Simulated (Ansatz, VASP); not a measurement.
# BN: VASP beside Ansatz

The input INCAR:

```
SYSTEM = BN
ALGO = Normal
EDIFF = 1E-7
EDIFFG = -0.008
ENCUT = 520
GGA = PE
IBRION = 2
ISIF = 2
ISMEAR = 0
IVDW = 12
LASPH = .TRUE.
LCHARG = .FALSE.
LREAL = .FALSE.
LWAVE = .FALSE.
NELM = 60
NSW = 60
PREC = Accurate
SIGMA = 0.02
```

Contents of KPOINTS:

```
k-points
0
G
  12 12 4
  0 0 0
```

Contents of POSCAR:

```
BN
1.0
    2.5061138137      0.0000000000      0.0000000000
   -1.2530569069      2.1703582275      0.0000000000
    0.0000000000      0.0000000000     10.4777303579
B N
3 3
Direct
    0.0000000000      0.0000000000      0.0003436670
    0.6666666667      0.3333333333      0.3336770004
    0.3333333333      0.6666666667      0.6670103337
    0.6666666667      0.3333333333      0.0005566663
    0.3333333333      0.6666666667      0.3338899996
    0.0000000000      0.0000000000      0.6672233330
```

Input for Ansatz:

```yaml
crystal:
  lattice:
    - [2.5061138137, 0.0, 0.0]
    - [-1.2530569069, 2.1703582275, 0.0]
    - [0.0, 0.0, 10.4777303579]
  atoms:
    - { symbol: B, position: [0.0, 0.0, 0.000343667] }
    - { symbol: B, position: [0.6666666667, 0.3333333333, 0.3336770004] }
    - { symbol: B, position: [0.3333333333, 0.6666666667, 0.6670103337] }
    - { symbol: "N", position: [0.6666666667, 0.3333333333, 0.0005566663] }
    - { symbol: "N", position: [0.3333333333, 0.6666666667, 0.3338899996] }
    - { symbol: "N", position: [0.0, 0.0, 0.667223333] }
basis:
  ecutwfc: 420
kpoints:
  mp_grid: { grid: [12, 12, 4] }
hamiltonian:
  xc: pbe
  dispersion: d3bj
scf:
  occupations: { method: gaussian, width: 0.02 }
output:
  forces: true
  stress: true
  eigenvalues: true
relax:
  adjacent_minimum: "off"
  f_tol: 0.008
  max_steps: 40
```

Change from the starting cell: strain along c alone, the other axes held, atoms relaxed: +6.0 %.

Alike in both runs: task relaxation of the atoms; functional PBE; dispersion D3(BJ); k mesh 12 × 12 × 4; occupations gaussian, width 0.02 eV; no spin polarisation.

```csv
,VASP,Ansatz
version,VASP 6.6.1,Ansatz 0.2.0
potentials or method,"VASP PAW PBE potentials, release 64 (B, N), cutoff 520 eV","scalar-relativistic, plane waves, PAW"
valence electrons in the cell,24,24
```

```csv
,VASP,Ansatz,Ansatz less VASP
"gap on the k mesh at the Fermi level, each at its own relaxed structure (eV)",4.33,4.34,+0.007
```

Ansatz's warnings: stress scf threshold loose.
